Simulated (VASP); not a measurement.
Here is a VASP 6.6.1 calculation.

INCAR

```
PREC = Accurate ; ENCUT = 520
EDIFF = 1E-6 ; ISMEAR = -1
SIGMA = 0.02 ; LREAL = False
LASPH = True ; NELM = 100
ALGO = Normal ; ISIF = 2
LWAVE = False ; LCHARG = False
GGA = PS ; NBANDS = 28
```

The input KPOINTS:

```
regular mesh
0
Gamma
  4 4 4
```

The input POSCAR:

```
PbS
1.0
    2.0799530000     -5.9912970000      0.0000000000
    2.0799530000      5.9912970000      0.0000000000
    0.0000000000      0.0000000000      4.2793210000
Pb S
2 2
Direct
    0.8694370000      0.1305630000      0.7500000000
    0.1305630000      0.8694370000      0.2500000000
    0.6452030000      0.3547970000      0.7500000000
    0.3547970000      0.6452030000      0.2500000000
```

Potentials or basis: VASP PAW PBE potentials, release 64 (Pb_d, S).

Launch:

```console
$ cat potpaw_PBE.64/Pb_d/POTCAR potpaw_PBE.64/S/POTCAR > POTCAR
$ mpirun -np 1 vasp_std > vasp.out
```

**Question.** Estimate the pressure.

**Answer.** -2.0 GPa.

**Question.** Predict the band gap on the k mesh.

**Answer.** 1.22 eV, indirect (least direct gap 1.57 eV).

**Question.** Predict the largest force.

**Answer.** 0.041 eV/Å.

Stress tensor (GPa, compression positive):
```
-2.06  0.00  0.00
 0.00 -1.76  0.00
 0.00  0.00 -2.25
```

Caveat: the PAW data sets were made with another functional, which shifts forces and pressure a little; spin-orbit coupling is left out, which moves the levels of the heavy elements. A k mesh can miss the band edges.
